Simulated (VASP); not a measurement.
# CdS (P6_3mc) in VASP: further runs

The runs below take CdS through single point, with LDA.

All numbers are computed with VASP 6.6.1; they aren't measurements. Logs are shortened: lines on timing, memory, paths and dates and some standing lists are left out, and cuts for length are marked.

**Measured values to compare with.**

“Isotope dependence of band-gap energy”, 2008, arxiv:0807.2152 quotes, for a bulk crystal of CdS: band gap 2.5809 ± 0.0002 eV.

The runs below are set against these values where they give the same quantity.

### Step 1. The cell of the first run

It takes space group P6_3mc (No. 186, hexagonal). The conventional cell has a = 4.002 Å, b = 4.002 Å, c = 6.528 Å, α = 90.00°, β = 90.00°, γ = 120.00°. Within 3.2 Å of Cd (site symmetry 3m) lie 4 S at 2.45 Å. Within 3.2 Å of S (site symmetry 3m) lie 4 Cd at 2.45 Å.

### Step 2. Single point, LDA

The input, INCAR:

```
PREC = Accurate ; ENCUT = 520
EDIFF = 1E-6 ; ISMEAR = 0
SIGMA = 0.01 ; LREAL = F
LASPH = T ; NELM = 60
ALGO = Normal ; ISIF = 2
LWAVE = F ; LCHARG = F
NBANDS = 26
```

The input, KPOINTS:

```
Automatic mesh
0
Gamma
  6 6 4
```

The input, POSCAR:

```
CdS
1.0
    4.0017941801      0.0000000000      0.0000000000
   -2.0008970900      3.4656554207      0.0000000000
    0.0000000000      0.0000000000      6.5281316497
Cd S
2 2
Direct
    0.3333333333      0.6666666667     -0.0003086171
    0.6666666667      0.3333333333      0.4996913829
    0.3333333333      0.6666666667      0.3753086171
    0.6666666667      0.3333333333      0.8753086171
```

Potentials or basis: VASP PAW LDA potentials, release 64 (Cd, S).

Launch:

```bash
> cat potpaw_LDA.64/Cd/POTCAR potpaw_LDA.64/S/POTCAR > POTCAR
> mpirun -np 1 vasp_std > vasp.out
```

OUTCAR:

```text
PREC = Accurate
   ENCUT = 520
   EDIFF = 1E-6
   ISMEAR = 0
   LREAL = F
   LASPH = T
   NELM = 60
   ISIF = 2

 ion  position               nearest neighbor table
   1  0.333  0.667  1.000-   4 2.45   4 2.45   4 2.45   3 2.45
   2  0.667  0.333  0.500-   3 2.45   3 2.45   3 2.45   4 2.45
   3  0.333  0.667  0.375-   2 2.45   2 2.45   2 2.45   1 2.45
   4  0.667  0.333  0.875-   1 2.45   1 2.45   1 2.45   2 2.45

  LATTYP: Found a hexagonal cell.
 ALAT       =     4.0017941801
 C/A-ratio  =     1.6313012004

  Lattice vectors:

 A1 = (   4.0017941801,   0.0000000000,   0.0000000000)
 A2 = (  -2.0008970900,   3.4656554207,   0.0000000000)
 A3 = (   0.0000000000,   0.0000000000,   6.5281316497)

Analysis of symmetry for initial positions (statically):
=====================================================================
 Subroutine PRICEL returns:
 Original cell was already a primitive cell.

 Routine SETGRP: Setting up the symmetry group for a
 hexagonal supercell.

 Subroutine GETGRP returns: Found 12 space group operations
 (whereof  6 operations were pure point group operations)
 out of a pool of 24 trial point group operations.

The static configuration has the point symmetry C_3v.
 The point group associated with its full space group is C_6v.

Analysis of symmetry for dynamics (positions and initial velocities):
=====================================================================
 Subroutine PRICEL returns:
 Original cell was already a primitive cell.

 Routine SETGRP: Setting up the symmetry group for a
 hexagonal supercell.

 Subroutine GETGRP returns: Found 12 space group operations
 (whereof  6 operations were pure point group operations)
 out of a pool of 24 trial point group operations.

The dynamic configuration has the point symmetry C_3v.
 The point group associated with its full space group is C_6v.

 Subroutine INISYM returns: Found 12 space group operations
 (whereof  6 operations are pure point group operations),
 and found     1 'primitive' translations

----------------------------------------------------------------------------------------

                                     Primitive cell

  volume of cell :      90.5376

  direct lattice vectors                    reciprocal lattice vectors
     4.001794180  0.000000000  0.000000000     0.249887914  0.144272854  0.000000000
    -2.000897090  3.465655421  0.000000000     0.000000000  0.288545709  0.000000000
     0.000000000  0.000000000  6.528131650     0.000000000  0.000000000  0.153183185

  length of vectors
     4.001794180  4.001794180  6.528131650     0.288545709  0.288545709  0.153183185

  position of ions in fractional coordinates (direct lattice)
     0.333333333  0.666666667  0.999691383
     0.666666667  0.333333333  0.499691383
     0.333333333  0.666666667  0.375308617
     0.666666667  0.333333333  0.875308617

  ion indices of the primitive-cell ions
   primitive index   ion index
                 1           1
                 2           2
                 3           3
                 4           4

----------------------------------------------------------------------------------------

 KPOINTS: Automatic mesh

Automatic generation of k-mesh.
 Grid dimensions read from file:
 generate k-points for:    6    6    4

 Generating k-lattice:

  Cartesian coordinates                     Fractional coordinates (reciprocal lattice)
     0.041647986  0.024045476  0.000000000     0.166666667  0.000000000  0.000000000
     0.000000000  0.048090951  0.000000000     0.000000000  0.166666667  0.000000000
     0.000000000  0.000000000  0.038295796     0.000000000  0.000000000  0.250000000

  Length of vectors
     0.048090951  0.048090951  0.038295796

  Shift w.r.t. Gamma in fractional coordinates (k-lattice)
     0.000000000  0.000000000  0.000000000

 Subroutine IBZKPT returns following result:
 ===========================================

 Found     21 irreducible k-points:

 Following reciprocal coordinates:
            Coordinates               Weight
  0.000000  0.000000  0.000000      1.000000
  0.166667  0.000000  0.000000      6.000000
  0.333333  0.000000  0.000000      6.000000
  0.500000 -0.000000  0.000000      3.000000
  0.166667  0.166667  0.000000      6.000000
  0.333333  0.166667  0.000000     12.000000
[... 13 lines left out ...]
  0.333333  0.166667  0.500000     12.000000
  0.333333  0.333333  0.500000      2.000000
   k-points           NKPTS =     21   k-points in BZ     NKDIM =     21   number of bands    NBANDS=     26
   number of dos      NEDOS =    301   number of ions     NIONS =      4
   total plane-waves  NPLWV =  45000
   dimension x,y,z NGX =    30 NGY =   30 NGZ =   50
   dimension x,y,z NGXF=    60 NGYF=   60 NGZF=  100
   ions per type =               2   2
   NGX,Y,Z   is equivalent  to a cutoff of  12.46, 12.46, 12.73 a.u.
   NGXF,Y,Z  is equivalent  to a cutoff of  24.93, 24.93, 25.47 a.u.
 SYSTEM =  unknown system
   PREC   = accura    normal or accurate (medium, high low for compatibility)
   ISTART =      0    job   : 0-new  1-cont  2-samecut
   ICHARG =      2    charge: 1-file 2-atom 10-const
   ISPIN  =      1    spin polarized calculation?
   LNONCOLLINEAR =      F non collinear calculations
   LSORBIT =      F    spin-orbit coupling
   LASPH  =      T    aspherical Exc in radial PAW
   ENCUT  =  520.0 eV  38.22 Ry    6.18 a.u.   7.44  7.44 12.14*2*pi/ulx,y,z
   NELM   =     60;   NELMIN=  2; NELMDL= -5     # of ELM steps
   EDIFF  = 0.1E-05   stopping-criterion for ELM
   LREAL  =      F    real-space projection
   EDIFFG = 0.1E-04   stopping-criterion for IOM
   NSW    =      0    number of steps for IOM
   IBRION =     -1    ionic relax: 0-MD 1-quasi-New 2-CG
   NFREE  =      0    steps in history (QN), initial steepest desc. (CG)
   ISIF   =      2    stress and relaxation
   ISYM   =      2    0-nonsym 1-usesym 2-fastsym
   POTIM  = 0.5000    time-step for ionic-motion
   TEBEG  =    0.0;   TEEND  =   0.0 temperature during run
   PSTRESS=    0.0 pullay stress
   NELECT =      36.0000    total number of electrons
   NUPDOWN=      -1.0000    fix difference up-down
   EMIN   =  10.00;   EMAX   =-10.00  energy-range for DOS
   EFERMI =   0.00;   METHOD = LEGACY
   ISMEAR =     0;   SIGMA  =   0.01  broadening in eV -4-tet -1-fermi 0-gaus
   EFERMI_NEDOS =   21; number of points for ismear=-14 and -15
   IALGO  =     38    algorithm
   IMIX   =      4    mixing-type and parameters
     AMIX     =   0.40;   BMIX     =  1.00
     AMIX_MAG =   1.60;   BMIX_MAG =  1.00
  volume/ion in A,a.u.               =      22.63       152.74
  Fermi-wavevector in a.u.,A,eV,Ry     =   1.203832  2.274913 19.717729  1.449212
  Thomas-Fermi vector in A             =   2.339575
   LORBIT       =      0    0 simple, 1 ext, 2 COOP (PROOUT), +10 PAW based schemes
   GGA     = CA    functional components
   LHFCALC =     F    Hartree Fock is set to
   AEXX    =    0.0000 exact exchange contribution
   IVDW    =     0    specifies the selected vdW correction
   LEPSILON=     F    determine dielectric tensor
   LRPA    =     F    only Hartree local field effects (RPA)
 non-spin polarized calculation
 Gauss-broadening in eV      SIGMA  =   0.01
  energy-cutoff  :      520.00
  volume of cell :       90.54
 maximum number of plane-waves:      2472
 NGX is ok and might be reduce to    30
   NGX = 15   NGY = 15   NGZ = 25

 number of electron      35.9999999 magnetization

 Free energy of the ion-electron system (eV)
  ---------------------------------------------------
  ext. energy  EPLUGINS =         0.00000000
  ---------------------------------------------------
  free energy    TOTEN  =       -14.73704023 eV

  energy without entropy =      -14.73704023  energy(sigma->0) =      -14.73704023

 E-fermi :   2.0853     XC(G=0): -10.0031

 val. band max:        1.9840196066   @ k =   0.0000   0.0000   0.0000
 cond. band min:       3.1546023171   @ k =   0.0000   0.0000   0.0000
 fundamental gap:      1.1705827104
 Fermi energy:         2.0853153216

 k-point     1 :       0.0000    0.0000    0.0000
  band No.  band energies     occupation
      1     -10.9972      2.00000
      2     -10.4538      2.00000
      3      -6.1814      2.00000
      4      -6.1656      2.00000
      5      -6.1656      2.00000
      6      -6.0586      2.00000
[... 18 lines left out ...]
     25       9.4727      0.00000
     26       9.7377      0.00000

 k-point     2 :       0.1667    0.0000    0.0000
  band No.  band energies     occupation
      1     -10.8773      2.00000
      2     -10.4024      2.00000
      3      -6.1413      2.00000
      4      -6.1180      2.00000
      5      -6.0942      2.00000
      6      -6.0019      2.00000
[... 18 lines left out ...]
     25       9.4692      0.00000
     26      10.1212      0.00000

 k-point     3 :       0.3333    0.0000    0.0000
  band No.  band energies     occupation
      1     -10.6179      2.00000
      2     -10.3166      2.00000
      3      -6.0745      2.00000
      4      -6.0466      2.00000
      5      -5.9165      2.00000
      6      -5.8459      2.00000
[... 18 lines left out ...]
     25      10.1744      0.00000
     26      10.9659      0.00000

 k-point     4 :       0.5000   -0.0000    0.0000
  band No.  band energies     occupation
      1     -10.4652      2.00000
      2     -10.2961      2.00000
      3      -6.0590      2.00000
      4      -6.0259      2.00000
      5      -5.8055      2.00000
      6      -5.7777      2.00000
[... 18 lines left out ...]
     25      10.2243      0.00000
     26      12.3818      0.00000
[... 409 lines left out ...]
      1     -10.4984      2.00000
      2     -10.4984      2.00000
      3      -6.0143      2.00000
      4      -6.0143      2.00000
      5      -5.9796      2.00000
      6      -5.9796      2.00000
[... 18 lines left out ...]
     25       9.8947      0.00000
     26       9.8947      0.00000

 k-point    20 :       0.3333    0.1667    0.5000
  band No.  band energies     occupation
      1     -10.3668      2.00000
      2     -10.3668      2.00000
      3      -5.9887      2.00000
      4      -5.9887      2.00000
      5      -5.9121      2.00000
      6      -5.9121      2.00000
[... 18 lines left out ...]
     25      10.4301      0.00000
     26      10.4301      0.00000

 k-point    21 :       0.3333    0.3333    0.5000
  band No.  band energies     occupation
      1     -10.3248      2.00000
      2     -10.3248      2.00000
      3      -5.9419      2.00000
      4      -5.9419      2.00000
      5      -5.9181      2.00000
      6      -5.9181      2.00000
[... 18 lines left out ...]
     25      11.1660      0.00000
     26      11.1660      0.00000

------------------------ aborting loop because EDIFF is reached ----------------------------------------

  FORCE on cell =-STRESS in cart. coord.  units (eV):
  Direction    XX          YY          ZZ          XY          YZ          ZX
  --------------------------------------------------------------------------------------
  -------------------------------------------------------------------------------------
  Total        2.6482000      2.6482000      2.6547201      0.0000000      0.0000000      0.0000000
  in kB       46.8632415     46.8632415     46.9786242      0.0000000      0.0000000      0.0000000
  external PRESSURE =      46.9017024 kB  Pullay stress =       0.0000000 kB

 VOLUME and BASIS-vectors are now :
 -----------------------------------------------------------------------------
  energy-cutoff  :      520.00
  volume of cell :       90.54
      direct lattice vectors                 reciprocal lattice vectors
     4.001794180  0.000000000  0.000000000     0.249887914  0.144272854  0.000000000
    -2.000897090  3.465655421  0.000000000     0.000000000  0.288545709  0.000000000
     0.000000000  0.000000000  6.528131650     0.000000000  0.000000000  0.153183185

 POSITION                                       TOTAL-FORCE (eV/Angst)
 -----------------------------------------------------------------------------------
     -0.00000      2.31044      6.52612         0.000000      0.000000      0.001283
      2.00090      1.15522      3.26205        -0.000000     -0.000000      0.001283
     -0.00000      2.31044      2.45006        -0.000000      0.000000     -0.001283
      2.00090      1.15522      5.71413         0.000000     -0.000000     -0.001283
 -----------------------------------------------------------------------------------
    total drift:                               -0.000000     -0.000000     -0.000348

  FREE ENERGIE OF THE ION-ELECTRON SYSTEM (eV)
  ---------------------------------------------------
  free  energy   TOTEN  =       -14.7370402293 eV

  energy  without entropy=      -14.7370402293  energy(sigma->0) =      -14.73704023
```

Wall time 52 s (1 thread of Intel Xeon 8259CL, shared host); peak memory 0.19 GiB.

Results:

- Free energy: -14.7370 eV
- Pressure: 4.7 GPa
- Band gap on the k mesh: 1.17 eV

Levels at points of the mesh, in eV from the valence-band top:
```csv
k point,band 15,band 16,band 17,band 18,band 19,band 20,band 21,band 22
"(0.00, 0.00, 0.00)",-0.92,-0.08,0.00,0.00,1.17,2.70,6.27,6.27
"(0.50, 0.00, 0.00)",-3.18,-2.27,-1.61,-0.92,3.65,3.71,4.83,6.54
"(0.00, 0.00, 0.50)",-0.48,-0.48,-0.48,-0.48,2.83,2.83,6.07,6.07
"(0.50, 0.00, 0.50)",-1.64,-1.64,-1.62,-1.62,3.26,3.26,5.23,5.23
```

Caveat: the cell stands under pressure.

### Step 3. Single point, LDA

This run uses another cell than the first one, of 23.20 Å³/atom.

INCAR, as its differences from that of step 2:

```diff
@@ -1,3 +1,3 @@
 PREC = Accurate ; ENCUT = 520
-EDIFF = 1E-6 ; ISMEAR = 0
+EDIFF = 1E-7 ; ISMEAR = 0
 SIGMA = 0.01 ; LREAL = F
```

The input, KPOINTS:

```
regular mesh
0
Gamma
  6 6 4
```

The input, POSCAR:

```
CdS
1.0
    4.0364511209      0.0000000000      0.0000000000
   -2.0182255605      3.4956692119      0.0000000000
    0.0000000000      0.0000000000      6.5773233448
Cd S
2 2
Direct
    0.3333333333      0.6666666667     -0.0005107971
    0.6666666667      0.3333333333      0.4994892029
    0.3333333333      0.6666666667      0.3755107971
    0.6666666667      0.3333333333      0.8755107971
```

Potentials or basis: VASP PAW LDA potentials, release 64 (Cd, S).

Launch:

```bash
> cat potpaw_LDA.64/Cd/POTCAR potpaw_LDA.64/S/POTCAR > POTCAR
> mpirun -np 1 vasp_std > vasp.out
```

Run time: 71 s. Hardware: 1 thread of Intel Xeon 8259CL, shared host; peak memory 0.19 GiB.

Results (log left out):

* Free energy: -14.7889 eV
* Pressure: 2.6 GPa
* Largest force: 0.003 eV/Å
* Band gap on the k mesh: 1.12 eV

Forces in eV/Å, atoms in the order of the input:
```
Cd   0.000  0.000  0.003
Cd   0.000  0.000  0.003
S    0.000  0.000 -0.003
S    0.000  0.000 -0.003
```

Levels at points of the mesh, in eV from the valence-band top:
| k point | band 15 | band 16 | band 17 | band 18 | band 19 | band 20 | band 21 | band 22 |
| --- | --- | --- | --- | --- | --- | --- | --- | --- |
| (0.00, 0.00, 0.00) | -0.88 | -0.07 | 0.00 | 0.00 | 1.12 | 2.66 | 6.27 | 6.27 |
| (0.50, 0.00, 0.00) | -3.05 | -2.18 | -1.54 | -0.88 | 3.66 | 3.67 | 4.85 | 6.45 |
| (0.00, 0.00, 0.50) | -0.46 | -0.46 | -0.46 | -0.46 | 2.78 | 2.78 | 6.05 | 6.05 |
| (0.50, 0.00, 0.50) | -1.57 | -1.57 | -1.55 | -1.55 | 3.27 | 3.27 | 5.22 | 5.22 |

### Step 4. Single point, LDA

This run uses another cell than the first one, of 23.20 Å³/atom.

The input, INCAR:

```
SYSTEM = CdS
PREC     = Accurate       ! precision mode
ENCUT    = 520            ! plane-wave cutoff, eV
EDIFF    = 1E-7           ! SCF threshold, eV
ISMEAR   = 0              ! smearing method
SIGMA    = 0.01           ! smearing width, eV
LREAL    = .FALSE.        ! projectors in reciprocal space
LASPH    = .TRUE.         ! aspherical terms in the spheres
NELM     = 80             ! most SCF steps
ALGO     = Normal         ! electronic algorithm
ISIF     = 2              ! what is computed and relaxed
LWAVE    = .FALSE.        ! write WAVECAR
LCHARG   = .FALSE.        ! write CHGCAR
GGA      = CA             ! functional
NBANDS   = 26             ! bands
```

The input, KPOINTS:

```
regular mesh
0
G
  6 6 4
  0 0 0
```

POSCAR, as its differences from that of step 3:

```diff
@@ -2,3 +2,3 @@
 1.0
-    4.0364511209      0.0000000000      0.0000000000
+    4.0364511210      0.0000000000      0.0000000000
    -2.0182255605      3.4956692119      0.0000000000
```

Launch:

```bash
> cat potpaw_LDA.64/Cd/POTCAR potpaw_LDA.64/S/POTCAR > POTCAR
> mpirun -np 1 vasp_std > vasp.out
```

Wall time 62 s (1 thread of Intel Xeon 8259CL, shared host); peak memory 0.19 GiB.

The run converged. Its results:

* Free energy: -14.7889 eV
* Pressure: 2.6 GPa
* Largest force: 0.003 eV/Å
* Band gap on the k mesh: 1.12 eV

Forces in eV/Å, atoms in the order of the input:
```
Cd   0.000  0.000  0.003
Cd   0.000  0.000  0.003
S    0.000  0.000 -0.003
S    0.000  0.000 -0.003
```

Levels at points of the mesh, in eV from the valence-band top:
```csv
k point,band 15,band 16,band 17,band 18,band 19,band 20,band 21,band 22
"(0.00, 0.00, 0.00)",-0.88,-0.07,0.00,0.00,1.12,2.66,6.27,6.27
"(0.50, 0.00, 0.00)",-3.05,-2.18,-1.54,-0.88,3.66,3.67,4.85,6.45
"(0.00, 0.00, 0.50)",-0.46,-0.46,-0.46,-0.46,2.78,2.78,6.05,6.05
"(0.50, 0.00, 0.50)",-1.57,-1.57,-1.55,-1.55,3.27,3.27,5.22,5.22
```

### Step 5. Single point, LDA

This run uses another cell than the first one, of 23.85 Å³/atom.

The input, INCAR:

```
SYSTEM = CdS
  PREC = Accurate
  ENCUT = 520
  EDIFF = 1E-7
  ISMEAR = 0
  SIGMA = 0.01
  LREAL = .False.
  LASPH = .True.
  NELM = 100
  ALGO = Normal
  ISIF = 2
  LWAVE = .False.
  LCHARG = .False.
  GGA = CA
  NBANDS = 26
```

The input, KPOINTS:

```
Automatic mesh
0
Gamma
  6 6 4
  0 0 0
```

The input, POSCAR:

```
CdS
1.0
    4.0735086984      0.0000000000      0.0000000000
   -2.0367543492      3.5277620154      0.0000000000
    0.0000000000      0.0000000000      6.6384401386
Cd S
2 2
Direct
    0.3333333333      0.6666666667     -0.0005275156
    0.6666666667      0.3333333333      0.4994724844
    0.3333333333      0.6666666667      0.3755275156
    0.6666666667      0.3333333333      0.8755275156
```

Launch:

```bash
> cat potpaw_LDA.64/Cd/POTCAR potpaw_LDA.64/S/POTCAR > POTCAR
> mpirun -np 1 vasp_std > vasp.out
```

It took 67 s on 1 thread of Intel Xeon 8259CL, shared host; peak memory 0.19 GiB.

The run converged. Its results:

```yaml
Free_energy: -14.8147 eV
Pressure: 0.6 GPa
Band_gap_on_the_k_mesh: 1.06 eV
```

Forces on the atoms (eV/Å):
```
Cd   0.000  0.000  0.002
Cd   0.000  0.000  0.002
S    0.000  0.000 -0.002
S    0.000  0.000 -0.002
```

Levels at points of the mesh, in eV from the valence-band top:
| k point | band 15 | band 16 | band 17 | band 18 | band 19 | band 20 | band 21 | band 22 |
| --- | --- | --- | --- | --- | --- | --- | --- | --- |
| (0.00, 0.00, 0.00) | -0.84 | -0.06 | 0.00 | 0.00 | 1.06 | 2.63 | 6.29 | 6.29 |
| (0.50, 0.00, 0.00) | -2.92 | -2.07 | -1.46 | -0.84 | 3.61 | 3.67 | 4.87 | 6.35 |
| (0.00, 0.00, 0.50) | -0.43 | -0.43 | -0.43 | -0.43 | 2.73 | 2.73 | 6.02 | 6.02 |
| (0.50, 0.00, 0.50) | -1.49 | -1.49 | -1.48 | -1.48 | 3.26 | 3.26 | 5.22 | 5.22 |

[end of part 1 of 2]
